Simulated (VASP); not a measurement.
Set up this calculation in VASP 6.6.1, as the native input.

```
Task                   : single point
Functional             : LDA
Potentials or basis    : VASP PAW LDA potentials, release 64 (Ni)
Cutoff                 : 520 eV
k mesh                 : 20 × 20 × 12
Occupations            : gaussian, width 0.15 eV
Spin                   : no spin polarisation
Dipole correction      : no
Further INCAR settings : ALGO = Fast; EDIFF = 1e-06; NBANDS = 17
```

The structure of Ni lies in POSCAR:

```
Ni
1.0
   -1.3590661858      1.3590661858      1.3590661858
    1.3590661858     -1.3590661858      1.3590661858
    2.7181323716      2.7181323716      0.0000000000
Ni
2
Direct
   -0.0256715306     -0.0572530548      0.0000000000
    0.5256715306      0.5572530548      0.5000000000
```

This cell differs from its parent crystal: atoms displaced along several vibrational modes.

The input as run:

INCAR

```
SYSTEM = Ni
ALGO     = Fast           ! electronic algorithm
EDIFF    = 1E-6           ! SCF threshold, eV
ENCUT    = 520            ! plane-wave cutoff, eV
GGA      = CA             ! functional
ISIF     = 2              ! what is computed and relaxed
ISMEAR   = 0              ! smearing method
LASPH    = .TRUE.         ! aspherical terms in the spheres
LCHARG   = .FALSE.        ! write CHGCAR
LREAL    = .FALSE.        ! projectors in reciprocal space
LWAVE    = .FALSE.        ! write WAVECAR
NBANDS   = 17             ! bands
NELM     = 60             ! most SCF steps
PREC     = Accurate       ! precision mode
SIGMA    = 0.15           ! smearing width, eV
```

KPOINTS

```
k-points
0
G
  20 20 12
  0 0 0
```

Potentials or basis: VASP PAW LDA potentials, release 64 (Ni).

Launch:

```console
$ cat potpaw_LDA.64/Ni/POTCAR > POTCAR
$ mpirun -np 1 vasp_std > vasp.out
```

Results of the run:

The pressure is 3.4 GPa. The largest force is 1.084 eV/Å. The band gap on the k mesh is zero (bands 10 and 11 overlap by 0.94 eV).

Caveat: the cell differs from its parent crystal (atoms displaced along several vibrational modes); the stress differs along the axes, from -0 to 5 GPa; the run has no spin polarisation, though such a crystal can be magnetic; forces of over 1 eV/Å act on the atoms, so gaps and moduli don't describe the material at rest.

Wall time 11 min on 1 thread of Intel Xeon 8259CL, with other jobs on the host, peak memory 0.47 GiB.
